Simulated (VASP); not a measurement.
Wanted: the native input for a VASP 6.6.1 run.

```yaml
Task: relaxation of cell and atoms
Functional: revPBE
Potentials_or_basis: VASP PAW PBE potentials, release 64 (Bi_d, S)
Cutoff: 500 eV
k_mesh: 7 × 7 × 7
Occupations: fermi-dirac, width 0.05 eV
Spin: no spin polarisation
Dipole_correction: no
Further_INCAR_settings: ALGO = Normal; EDIFF = 1e-07; IBRION = 2; EDIFFG = -0.01; NSW = 60; ISIF = 3
```

The structure of BiS lies in POSCAR:

```
BiS
1.0
    4.0029443400      0.0000000000      0.0000000000
    0.0000000000      4.0029443400      0.0000000000
    0.0000000000      0.0000000000      4.0029443400
Bi S
1 1
Direct
    0.5000000000      0.5000000000      0.5000000000
    0.0000000000      0.0000000000      0.0000000000
```

The input as run:

INCAR

```
PREC = Accurate ; ENCUT = 500
EDIFF = 1E-7 ; ISMEAR = -1
SIGMA = 0.05 ; LREAL = F
LASPH = T ; NELM = 120
ALGO = Normal ; ISIF = 3
LWAVE = F ; LCHARG = F
GGA = RE ; IBRION = 2
NSW = 60 ; EDIFFG = -0.01
GGA_COMPAT = F ; NELMIN = 4
```

KPOINTS

```
regular mesh
0
Gamma
  7 7 7
```

Potentials or basis: VASP PAW PBE potentials, release 64 (Bi_d, S).

The run is started by

```console
$ cat potpaw_PBE.64/Bi_d/POTCAR potpaw_PBE.64/S/POTCAR > POTCAR
$ mpirun -np 1 vasp_std > vasp.out
```

It gave:

```
Relaxed volume                         : 23.68 Å³/atom
Relaxed cell                           : a = 3.618 Å, b = 3.618 Å, c = 3.618 Å, α = 90.00°, β = 90.00°, γ = 90.00°
Space group after relaxing (to 0.05 Å) : Pm-3m (No. 221)
Energy gained by relaxing              : 354.0 meV/atom
Ionic steps                            : 3
Pressure after relaxing                : 0.0 GPa
```

Caveat: the volume moved by over 15 % at a fixed basis, so the end points are rough; the PAW data sets were made with another functional, which shifts forces and pressure a little.

Run time: 66 s on 1 thread of AMD EPYC 7R13 (shared host), peak memory 0.15 GiB.
